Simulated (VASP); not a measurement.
# Sc2AlN2: single point with PBE

Sc2AlN2:

```xyz
5
Lattice="-1.6019 1.6019 6.0958 1.6019 -1.6019 6.0958 1.6019 1.6019 -6.0958" Properties=species:S:1:pos:R:3 pbc="T T T"
Sc    0.0000    0.0000    8.0557
Sc    0.0000    0.0000    4.1358
Al    0.0000    0.0000    0.0000
N     0.0000    0.0000   10.2359
N     0.0000    0.0000    1.9556
```

```yaml
Program: VASP 6.6.1
Task: single point
Functional: PBE
Potentials_or_basis: VASP PAW PBE potentials, release 64 (Sc_sv, Al, N)
Cutoff: 520 eV
k_mesh: 14 × 14 × 14
Occupations: gaussian, width 0.1 eV
Spin: no spin polarisation
Dipole_correction: no
Further_INCAR_settings: ALGO = Normal; EDIFF = 1e-07; NBANDS = 26
```

* Pressure: 0.5 GPa
* Largest force: 0.042 eV/Å
* Band gap on the k mesh: zero (an odd number of electrons rules out a gap without spin polarisation)

Forces on the atoms (eV/Å):
```
Sc   0.000  0.000 -0.034
Sc   0.000  0.000  0.034
Al   0.000  0.000  0.000
N    0.000  0.000  0.042
N    0.000  0.000 -0.042
```

Stress tensor (GPa, compression positive):
```
0.65 0.00 0.00
0.00 0.65 0.00
0.00 0.00 0.33
```

Levels at points of the mesh, in eV from the Fermi level:
```csv
k point,band 15,band 16,band 17,band 18,band 19,band 20,band 21,band 22
"(0.00, 0.00, 0.00)",-2.52,-2.26,-2.26,-0.88,0.17,1.87,1.87,2.55
"(0.50, 0.00, 0.00)",-4.13,-4.08,-2.41,-0.04,2.63,2.95,2.96,3.06
"(0.50, 0.50, 0.00)",-4.07,-3.49,-2.24,-0.30,0.26,0.63,2.85,3.72
"(0.50, 0.50, 0.50)",-2.10,-2.10,-1.06,-0.93,0.49,1.24,1.24,2.33
```

Wall time 32 min on 1 thread of AMD EPYC 7R43 64-Core Processor (Zen 3) (shared host), peak memory 0.54 GiB.
